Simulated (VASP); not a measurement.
A run of VASP 6.6.1 is set up as follows.

Contents of INCAR:

```
SYSTEM = Sc2Ta
  ALGO = Fast
  EDIFF = 1E-6
  ENCUT = 520
  GGA = PE
  ISIF = 2
  ISMEAR = 0
  LASPH = .True.
  LCHARG = .False.
  LREAL = .False.
  LWAVE = .False.
  NBANDS = 42
  NELM = 60
  PREC = Accurate
  SIGMA = 0.1
```

KPOINTS

```
k-points
0
Gamma
  8 8 8
  0 0 0
```

POSCAR

```
Sc2Ta
1.0
    0.0000000000      3.9794959923      3.9794959923
    3.9794959923      0.0000000000      3.9794959923
    3.9794959923      3.9794959923      0.0000000000
Sc Ta
4 2
Direct
    0.1250000000      0.1250000000      0.1250000000
    0.6250000000      0.1250000000      0.1250000000
    0.1250000000      0.1250000000      0.6250000000
    0.1250000000      0.6250000000      0.1250000000
    0.5000000000      0.5000000000      0.5000000000
    0.7500000000      0.7500000000      0.7500000000
```

Potentials or basis: VASP PAW PBE potentials, release 64 (Sc_sv, Ta_pv).

Launch:

```bash
$ cat potpaw_PBE.64/Sc_sv/POTCAR potpaw_PBE.64/Ta_pv/POTCAR > POTCAR
$ mpirun -np 1 vasp_std > vasp.out
```

(1) Predict the pressure.

(2) What does it give for the band gap on the k mesh?

Results:

(1) 0.1 GPa.

(2) zero (bands 33 and 34 overlap by 0.57 eV).

Caveat: spin-orbit coupling is left out, which moves the levels of the heavy elements.
